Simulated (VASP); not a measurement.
Wanted: the native input for a VASP 6.6.1 run.

* Task: electric field gradients
* Functional: LDA
* Potentials or basis: VASP PAW LDA potentials, release 64 (C)
* Cutoff: 520 eV
* k mesh: 20 × 20 × 20
* Occupations: fermi-dirac, width 0.08 eV
* Spin: no spin polarisation
* Dipole correction: no
* Further INCAR settings: ALGO = Normal; EDIFF = 1e-08; NBANDS = 11

The structure of C lies in POSCAR:

```
C
1.0
    0.0000000000      1.7834000000      1.7298980000
    1.7834000000      0.0000000000      1.7298980000
    1.7834000000      1.7834000000      0.0000000000
C
2
Direct
    0.5000000000      0.5000000000      0.5000000000
    0.7500000000      0.7500000000      0.7500000000
```

This cell differs from its parent crystal: zz strain of -3 %.

These files were run (other wordings do the same):

INCAR

```
SYSTEM = C
PREC = Accurate ; ENCUT = 520
EDIFF = 1E-8 ; ISMEAR = -1
SIGMA = 0.08 ; LREAL = .False.
LASPH = .True. ; NELM = 60
ALGO = Normal ; ISIF = 2
LWAVE = .False. ; LCHARG = .False.
LEFG = .True. ; NBANDS = 11
```

KPOINTS

```
regular mesh
0
Gamma
  20 20 20
  0 0 0
```

Potentials or basis: VASP PAW LDA potentials, release 64 (C).

Command:

```sh
$ cat potpaw_LDA.64/C/POTCAR > POTCAR
$ mpirun -np 1 vasp_std > vasp.out
```

It gave:

```
Pressure                                : 2.0 GPa
Band gap on the k mesh                  : 3.39 eV (least direct gap 5.09 eV)
Largest electric field gradient by atom : C -1.1 V/Å²
```

Caveat: the cell differs from its parent crystal (zz strain of -3 %); without QUAD_EFG the Cq values of the log hold for a quadrupole moment of 1 mb, not for the nuclei.

Wall time 23 s on 1 thread of Intel(R) Xeon(R) 6975P-C (Granite Rapids), with other jobs on the host, peak memory 0.16 GiB.
